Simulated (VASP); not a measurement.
**Al: single point with PBEsol**

Al:

```
CELL_PARAMETERS angstrom
0.00000 2.00779 2.00779
2.00779 0.00000 2.00779
2.00779 2.00779 0.00000
ATOMIC_POSITIONS crystal
Al 0.00000 0.00000 0.00000
```

```
Program             : VASP 6.6.1
Task                : single point
Functional          : PBEsol
Potentials or basis : VASP PAW PBE potentials, release 64 (Al)
Cutoff              : 520 eV
k mesh              : 18 × 18 × 18
Occupations         : gaussian, width 0.1 eV
Spin                : no spin polarisation
```

| Property | Result |
| --- | --- |
| Pressure | 0.0 GPa |

Levels at points of the mesh, in eV from the Fermi level:
```csv
k point,band 1,band 2,band 3,band 4,band 5
"(0.00, 0.00, 0.00)",-11.25,12.71,12.71,12.71,14.35
"(0.50, 0.00, 0.00)",-4.66,-4.39,11.53,11.53,11.61
"(0.50, 0.50, 0.00)",-2.96,-1.60,5.27,5.69,5.69
```

Wall time 11 s on 1 thread of Intel(R) Xeon(R) Platinum 8559C (Emerald Rapids), with other jobs on the host, peak memory 0.14 GiB.

Caveat: the PAW data sets were made with another functional, which shifts forces and pressure a little.
